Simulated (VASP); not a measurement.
# HfN (I4/mmm) in VASP: notebook, part 2 of 3

VASP 6.6.1. The steps go on from the part before.

**4. Single point, PBEsol (strain +0.000 along x and y, +0.050 along z)**

INCAR

```
SYSTEM = HfN
  PREC = Accurate
  ENCUT = 520
  EDIFF = 1E-6
  ISMEAR = 0
  SIGMA = 0.15
  LREAL = .FALSE.
  LASPH = .TRUE.
  NELM = 80
  ALGO = Normal
  ISIF = 2
  LWAVE = .FALSE.
  LCHARG = .TRUE.
  GGA = PS
  LELF = .TRUE.
  LVHAR = .TRUE.
  NBANDS = 14
```

KPOINTS

```
Automatic mesh
0
G
  18 18 18
  0 0 0
```

POSCAR

```
HfN
1.0
    0.0000000000      2.2590000000      2.3719500000
    2.2590000000      0.0000000000      2.3719500000
    2.2590000000      2.2590000000      0.0000000000
Hf N
1 1
Direct
    0.0000000000      0.0000000000      0.0000000000
    0.5000000000      0.5000000000      0.5000000000
```

Potentials or basis: VASP PAW PBE potentials, release 64 (Hf_pv, N).

Started as:

```bash
$ cat potpaw_PBE.64/Hf_pv/POTCAR potpaw_PBE.64/N/POTCAR > POTCAR
$ mpirun -np 1 vasp_std > vasp.out
```

OUTCAR:

```text
SYSTEM = HfN
   PREC = Accurate
   ENCUT = 520
   EDIFF = 1E-6
   ISMEAR = 0
   LREAL = .FALSE.
   LASPH = .TRUE.
   NELM = 80
   ISIF = 2
   GGA = PS

 ion  position               nearest neighbor table
   1  0.000  0.000  0.000-   2 2.26   2 2.26   2 2.26   2 2.26   2 2.37   2 2.37
   2  0.500  0.500  0.500-   1 2.26   1 2.26   1 2.26   1 2.26   1 2.37   1 2.37

  LATTYP: Found a body centered tetragonal cell.
 ALAT       =     3.1947084374
 C/A-ratio  =     1.4849242405

  Lattice vectors:

 A1 = (  -2.2590000000,   0.0000000000,   2.3719500000)
 A2 = (   2.2590000000,   0.0000000000,   2.3719500000)
 A3 = (   0.0000000000,   2.2590000000,  -2.3719500000)

Analysis of symmetry for initial positions (statically):
=====================================================================
 Subroutine PRICEL returns:
 Original cell was already a primitive cell.

 Routine SETGRP: Setting up the symmetry group for a
 body centered tetragonal supercell.

 Subroutine GETGRP returns: Found 16 space group operations
 (whereof 16 operations were pure point group operations)
 out of a pool of 16 trial point group operations.

The static configuration has the point symmetry D_4h.

Analysis of symmetry for dynamics (positions and initial velocities):
=====================================================================
 Subroutine PRICEL returns:
 Original cell was already a primitive cell.

 Routine SETGRP: Setting up the symmetry group for a
 body centered tetragonal supercell.

 Subroutine GETGRP returns: Found 16 space group operations
 (whereof 16 operations were pure point group operations)
 out of a pool of 16 trial point group operations.

The dynamic configuration has the point symmetry D_4h.

 Subroutine INISYM returns: Found 16 space group operations
 (whereof 16 operations are pure point group operations),
 and found     1 'primitive' translations

----------------------------------------------------------------------------------------

                                     Primitive cell

  volume of cell :      24.2085

  direct lattice vectors                    reciprocal lattice vectors
     0.000000000  2.259000000  2.371950000    -0.221336875  0.221336875  0.210797024
     2.259000000  0.000000000  2.371950000     0.221336875 -0.221336875  0.210797024
     2.259000000  2.259000000  0.000000000     0.221336875  0.221336875 -0.210797024

  length of vectors
     3.275550000  3.275550000  3.194708437     0.377379662  0.377379662  0.377379662

  position of ions in fractional coordinates (direct lattice)
     0.000000000  0.000000000  0.000000000
     0.500000000  0.500000000  0.500000000

  ion indices of the primitive-cell ions
   primitive index   ion index
                 1           1
                 2           2

----------------------------------------------------------------------------------------

 KPOINTS: Automatic mesh

Automatic generation of k-mesh.
 Grid dimensions read from file:
 generate k-points for:   18   18   18

 Generating k-lattice:

  Cartesian coordinates                     Fractional coordinates (reciprocal lattice)
    -0.012296493  0.012296493  0.011710946     0.055555556  0.000000000  0.000000000
     0.012296493 -0.012296493  0.011710946     0.000000000  0.055555556  0.000000000
     0.012296493  0.012296493 -0.011710946    -0.000000000 -0.000000000  0.055555556

  Length of vectors
     0.020965537  0.020965537  0.020965537

  Shift w.r.t. Gamma in fractional coordinates (k-lattice)
     0.000000000  0.000000000  0.000000000

 Subroutine IBZKPT returns following result:
 ===========================================

 Found    480 irreducible k-points:

 Following reciprocal coordinates:
            Coordinates               Weight
  0.000000  0.000000  0.000000      1.000000
  0.055556  0.000000  0.000000      8.000000
  0.111111  0.000000  0.000000      8.000000
  0.166667  0.000000  0.000000      8.000000
  0.222222 -0.000000  0.000000      8.000000
  0.277778  0.000000  0.000000      8.000000
[... 16 lines left out ...]
 -0.277778  0.055556  0.000000      8.000000
 -0.222222  0.055556  0.000000      8.000000
 [... further k-points ...]
   k-points           NKPTS =    480   k-points in BZ     NKDIM =    480   number of bands    NBANDS=     14
   number of dos      NEDOS =    301   number of ions     NIONS =      2
   total plane-waves  NPLWV =  13824
   dimension x,y,z NGX =    24 NGY =   24 NGZ =   24
   dimension x,y,z NGXF=    48 NGYF=   48 NGZF=   48
   ions per type =               1   1
   NGX,Y,Z   is equivalent  to a cutoff of  12.18, 12.18, 12.49 a.u.
   NGXF,Y,Z  is equivalent  to a cutoff of  24.36, 24.36, 24.98 a.u.
 SYSTEM =  HfN
   PREC   = accura    normal or accurate (medium, high low for compatibility)
   ISTART =      0    job   : 0-new  1-cont  2-samecut
   ICHARG =      2    charge: 1-file 2-atom 10-const
   ISPIN  =      1    spin polarized calculation?
   LNONCOLLINEAR =      F non collinear calculations
   LSORBIT =      F    spin-orbit coupling
   LASPH  =      T    aspherical Exc in radial PAW
   ENCUT  =  520.0 eV  38.22 Ry    6.18 a.u.   6.09  6.09  5.94*2*pi/ulx,y,z
   NELM   =     80;   NELMIN=  2; NELMDL= -5     # of ELM steps
   EDIFF  = 0.1E-05   stopping-criterion for ELM
   LREAL  =      F    real-space projection
   EDIFFG = 0.1E-04   stopping-criterion for IOM
   NSW    =      0    number of steps for IOM
   IBRION =     -1    ionic relax: 0-MD 1-quasi-New 2-CG
   NFREE  =      0    steps in history (QN), initial steepest desc. (CG)
   ISIF   =      2    stress and relaxation
   ISYM   =      2    0-nonsym 1-usesym 2-fastsym
   POTIM  = 0.5000    time-step for ionic-motion
   TEBEG  =    0.0;   TEEND  =   0.0 temperature during run
   PSTRESS=    0.0 pullay stress
   NELECT =      15.0000    total number of electrons
   NUPDOWN=      -1.0000    fix difference up-down
   EMIN   =  10.00;   EMAX   =-10.00  energy-range for DOS
   EFERMI =   0.00;   METHOD = LEGACY
   ISMEAR =     0;   SIGMA  =   0.15  broadening in eV -4-tet -1-fermi 0-gaus
   EFERMI_NEDOS =   21; number of points for ismear=-14 and -15
   IALGO  =     38    algorithm
   IMIX   =      4    mixing-type and parameters
     AMIX     =   0.40;   BMIX     =  1.00
     AMIX_MAG =   1.60;   BMIX_MAG =  1.00
  volume/ion in A,a.u.               =      12.10        81.68
  Fermi-wavevector in a.u.,A,eV,Ry     =   1.395670  2.637433 26.502698  1.947893
  Thomas-Fermi vector in A             =   2.519099
   LORBIT       =      0    0 simple, 1 ext, 2 COOP (PROOUT), +10 PAW based schemes
   GGA     = PS    functional components
   LHFCALC =     F    Hartree Fock is set to
   AEXX    =    0.0000 exact exchange contribution
   IVDW    =     0    specifies the selected vdW correction
   LEPSILON=     F    determine dielectric tensor
   LRPA    =     F    only Hartree local field effects (RPA)
 non-spin polarized calculation
 Gauss-broadening in eV      SIGMA  =   0.15
  energy-cutoff  :      520.00
  volume of cell :       24.21
 maximum number of plane-waves:       666
   NGX = 13   NGY = 13   NGZ = 11

 number of electron      15.0000000 magnetization

 Free energy of the ion-electron system (eV)
  ---------------------------------------------------
  ext. energy  EPLUGINS =         0.00000000
  ---------------------------------------------------
  free energy    TOTEN  =       -22.86605187 eV

  energy without entropy =      -22.85895495  energy(sigma->0) =      -22.86250341

 E-fermi :   7.7757     XC(G=0): -12.6361

 val. band max:        7.7737925955   @ k =   0.5000   0.2222   0.0000
 cond. band min:       7.7763140641   @ k =  -0.4444   0.1111   0.2778
 fundamental gap:      0.0025214686
 Fermi energy:         7.7756981204

 k-point     1 :       0.0000    0.0000    0.0000
  band No.  band energies     occupation
      1     -23.5157      2.00000
      2     -23.4493      2.00000
      3     -23.4493      2.00000
      4      -9.3872      2.00000
      5       4.7219      2.00000
      6       4.9083      2.00000
      7       4.9083      2.00000
      8       7.0890      2.00000
      9       7.6171      1.86514
     10       7.6171      1.86514
     11       8.3719      0.00000
     12       9.9435      0.00000
     13      10.0598      0.00000
     14      17.2174      0.00000
[... 375 lines left out ...]
 k-point    24 :      -0.2222    0.0556    0.0000
  band No.  band energies     occupation
      1     -23.8808      2.00000
      2     -23.5738      2.00000
      3     -23.4602      2.00000
      4      -8.2375      2.00000
      5       1.5370      2.00000
      6       2.8476      2.00000
      7       3.0483      2.00000
      8       8.1964      0.00007
      9       8.7933      0.00000
     10       9.4150      0.00000
     11      10.5208      0.00000
     12      13.2043      0.00000
     13      13.6522      0.00000
     14      19.8084      0.00000

 [... further k-points ...]
[... 5 lines left out ...]
  --------------------------------------------------------------------------------------
  -------------------------------------------------------------------------------------
  Total       -1.5097705     -1.5097705     -4.0799769      0.0000000     -0.0000000     -0.0000000
  in kB      -99.9202520    -99.9202520   -270.0227130      0.0000000     -0.0000000     -0.0000000
  external PRESSURE =    -156.6210724 kB  Pullay stress =       0.0000000 kB

 VOLUME and BASIS-vectors are now :
 -----------------------------------------------------------------------------
  energy-cutoff  :      520.00
  volume of cell :       24.21
      direct lattice vectors                 reciprocal lattice vectors
     0.000000000  2.259000000  2.371950000    -0.221336875  0.221336875  0.210797024
     2.259000000  0.000000000  2.371950000     0.221336875 -0.221336875  0.210797024
     2.259000000  2.259000000  0.000000000     0.221336875  0.221336875 -0.210797024

 POSITION                                       TOTAL-FORCE (eV/Angst)
 -----------------------------------------------------------------------------------
      0.00000      0.00000      0.00000        -0.000000      0.000000      0.000000
      2.25900      2.25900      2.37195         0.000000     -0.000000     -0.000000
 -----------------------------------------------------------------------------------
    total drift:                                0.000000     -0.000000     -0.000000

  FREE ENERGIE OF THE ION-ELECTRON SYSTEM (eV)
  ---------------------------------------------------
  free  energy   TOTEN  =       -22.8660518681 eV

  energy  without entropy=      -22.8589549509  energy(sigma->0) =      -22.86250341
```

Wall time 74 s (1 thread of AMD EPYC 9R14 (Zen 4), shared host); peak memory 0.25 GiB.

What came out:

```yaml
Free_energy: -22.8661 eV
Pressure: -15.7 GPa
```

Stress tensor (GPa, compression positive):
```
 -9.99   0.00   0.00
  0.00  -9.99   0.00
  0.00   0.00 -27.00
```

Levels at points of the mesh, in eV from the Fermi level:
| k point | band 4 | band 5 | band 6 | band 7 | band 8 | band 9 | band 10 | band 11 | band 12 | band 13 |
| --- | --- | --- | --- | --- | --- | --- | --- | --- | --- | --- |
| (0.00, 0.00, 0.00) | -17.16 | -3.05 | -2.87 | -2.87 | -0.69 | -0.16 | -0.16 | 0.60 | 2.17 | 2.28 |
| (0.50, 0.00, 0.00) | -14.63 | -8.63 | -5.98 | -5.94 | 3.07 | 3.34 | 3.67 | 4.12 | 7.59 | 8.87 |
| (0.50, 0.50, 0.00) | -16.11 | -5.68 | -3.55 | -3.49 | -3.49 | 3.84 | 5.09 | 5.14 | 5.14 | 7.06 |
| (0.50, 0.00, 0.50) | -16.06 | -5.23 | -3.78 | -3.66 | -3.61 | 3.57 | 4.81 | 5.32 | 5.52 | 7.55 |

Caveat: the cell differs from its parent crystal (strain +0.000 along x and y, +0.050 along z); the PAW data sets were made with another functional, which shifts forces and pressure a little; spin-orbit coupling is left out, which moves the levels of the heavy elements.

**5. Single point, PBEsol (strain +0.025 along x and y, +0.000 along z)**

INCAR

```
ALGO = Normal ; EDIFF = 1E-7
ENCUT = 520 ; GGA = PS
ISIF = 2 ; ISMEAR = 0
LASPH = T ; LCHARG = F
LREAL = F ; LWAVE = F
NBANDS = 14 ; NELM = 60
PREC = Accurate ; SIGMA = 0.15
```

KPOINTS

```
k-points
0
Gamma
  18 18 18
```

POSCAR

```
HfN
1.0
    0.0000000000      2.3154750000      2.2590000000
    2.3154750000      0.0000000000      2.2590000000
    2.3154750000      2.3154750000      0.0000000000
Hf N
1 1
Direct
    0.0000000000      0.0000000000      0.0000000000
    0.5000000000      0.5000000000      0.5000000000
```

Potentials or basis: VASP PAW PBE potentials, release 64 (Hf_pv, N).

Started as:

```bash
$ cat potpaw_PBE.64/Hf_pv/POTCAR potpaw_PBE.64/N/POTCAR > POTCAR
$ mpirun -np 1 vasp_std > vasp.out
```

OUTCAR:

```text
EDIFF = 1E-7
   ENCUT = 520
   GGA = PS
   ISIF = 2
   ISMEAR = 0
   LASPH = T
   LREAL = F
   NELM = 60
   PREC = Accurate

 ion  position               nearest neighbor table
   1  0.000  0.000  0.000-   2 2.26   2 2.26   2 2.32   2 2.32   2 2.32   2 2.32
   2  0.500  0.500  0.500-   1 2.26   1 2.26   1 2.32   1 2.32   1 2.32   1 2.32

  LATTYP: Found a body centered tetragonal cell.
 ALAT       =     3.2745761483
 C/A-ratio  =     1.3797205487

  Lattice vectors:

 A1 = (   0.0000000000,  -2.3154750000,  -2.2590000000)
 A2 = (   0.0000000000,   2.3154750000,  -2.2590000000)
 A3 = (   2.3154750000,   0.0000000000,   2.2590000000)

Analysis of symmetry for initial positions (statically):
=====================================================================
 Subroutine PRICEL returns:
 Original cell was already a primitive cell.

 Routine SETGRP: Setting up the symmetry group for a
 body centered tetragonal supercell.

 Subroutine GETGRP returns: Found 16 space group operations
 (whereof 16 operations were pure point group operations)
 out of a pool of 16 trial point group operations.

The static configuration has the point symmetry D_4h.
[... 166 lines left out ...]
 Fermi energy:         7.7519908036

 k-point     1 :       0.0000    0.0000    0.0000
  band No.  band energies     occupation
      1     -23.4957      2.00000
      2     -23.4957      2.00000
      3     -23.4685      2.00000
      4      -9.3819      2.00000
      5       4.8055      2.00000
      6       4.8055      2.00000
      7       4.9116      2.00000
      8       7.3376      1.99991
      9       7.3376      1.99991
     10       7.5981      1.85330
     11       8.8982      0.00000
     12       9.4160      0.00000
     13       9.9971      0.00000
     14      17.1921      0.00000
[... 377 lines left out ...]
      1     -23.8803      2.00000
      2     -23.5330      2.00000
      3     -23.5287      2.00000
      4      -8.3147      2.00000
      5       1.5637      2.00000
      6       2.8498      2.00000
      7       3.2674      2.00000
      8       8.0917      0.00136
      9       8.6042      0.00000
     10       9.4924      0.00000
     11      11.8112      0.00000
     12      12.3959      0.00000
     13      12.8962      0.00000
     14      19.7839      0.00000

 [... further k-points ...]
[... 5 lines left out ...]
  --------------------------------------------------------------------------------------
  -------------------------------------------------------------------------------------
  Total       -3.0082776     -3.0082776     -1.5789858      0.0000000      0.0000000      0.0000000
  in kB     -198.9766328   -198.9766328   -104.4389255      0.0000000      0.0000000      0.0000000
  external PRESSURE =    -167.4640637 kB  Pullay stress =       0.0000000 kB

 VOLUME and BASIS-vectors are now :
 -----------------------------------------------------------------------------
  energy-cutoff  :      520.00
  volume of cell :       24.22
      direct lattice vectors                 reciprocal lattice vectors
     0.000000000  2.315475000  2.259000000    -0.215938414  0.215938414  0.221336875
     2.315475000  0.000000000  2.259000000     0.215938414 -0.215938414  0.221336875
     2.315475000  2.315475000  0.000000000     0.215938414  0.215938414 -0.221336875

 POSITION                                       TOTAL-FORCE (eV/Angst)
 -----------------------------------------------------------------------------------
      0.00000      0.00000      0.00000        -0.000000      0.000000     -0.000000
      2.31548      2.31548      2.25900         0.000000     -0.000000      0.000000
 -----------------------------------------------------------------------------------
    total drift:                                0.000000     -0.000000     -0.000000

  FREE ENERGIE OF THE ION-ELECTRON SYSTEM (eV)
  ---------------------------------------------------
  free  energy   TOTEN  =       -22.8953833973 eV

  energy  without entropy=      -22.8881272125  energy(sigma->0) =      -22.89175530
```

OSZICAR:

```text
N       E                     dE             d eps       ncg     rms          rms(c)
DAV:   1     0.367155256648E+02    0.36716E+02   -0.77787E+03 13478   0.100E+03
DAV:   2    -0.235993737763E+02   -0.60315E+02   -0.56507E+02 17732   0.233E+02
DAV:   3    -0.256336792410E+02   -0.20343E+01   -0.20256E+01 15532   0.352E+01
DAV:   4    -0.256419346328E+02   -0.82554E-02   -0.82542E-02 16106   0.260E+00
DAV:   5    -0.256419897274E+02   -0.55095E-04   -0.55094E-04 15370   0.183E-01    0.457E+01
DAV:   6    -0.230444640794E+02    0.25975E+01   -0.74837E+00 14814   0.206E+01    0.390E+01
DAV:   7    -0.229329338449E+02    0.11153E+00   -0.46185E-01 16902   0.587E+00    0.250E+01
DAV:   8    -0.229027348804E+02    0.30199E-01   -0.14724E-01 15246   0.315E+00    0.554E+00
DAV:   9    -0.228955339477E+02    0.72009E-02   -0.19496E-02 14892   0.110E+00    0.200E+00
DAV:  10    -0.228954231993E+02    0.11075E-03   -0.11398E-03 17948   0.311E-01    0.485E-01
DAV:  11    -0.228953845020E+02    0.38697E-04   -0.81802E-05 17028   0.876E-02    0.835E-02
DAV:  12    -0.228953835430E+02    0.95899E-06   -0.78278E-06 17226   0.236E-02    0.138E-02
DAV:  13    -0.228953834316E+02    0.11144E-06   -0.11519E-07 11188   0.338E-03    0.381E-03
DAV:  14    -0.228953833973E+02    0.34336E-07   -0.14785E-08  9078   0.120E-03
   1 F= -.22895383E+02 E0= -.22891755E+02  d E =-.725618E-02
```

Wall time 82 s (1 thread of AMD EPYC 9R14 (Zen 4), shared host); peak memory 0.25 GiB.

What came out:

| Property | Result |
| --- | --- |
| Free energy | -22.8954 eV |
| Pressure | -16.7 GPa |

Stress tensor (GPa, compression positive):
```
-19.90   0.00   0.00
  0.00 -19.90   0.00
  0.00   0.00 -10.44
```

Caveat: the cell differs from its parent crystal (strain +0.025 along x and y, +0.000 along z); the PAW data sets were made with another functional, which shifts forces and pressure a little; spin-orbit coupling is left out, which moves the levels of the heavy elements.

(Continued in part 3 of 3.)
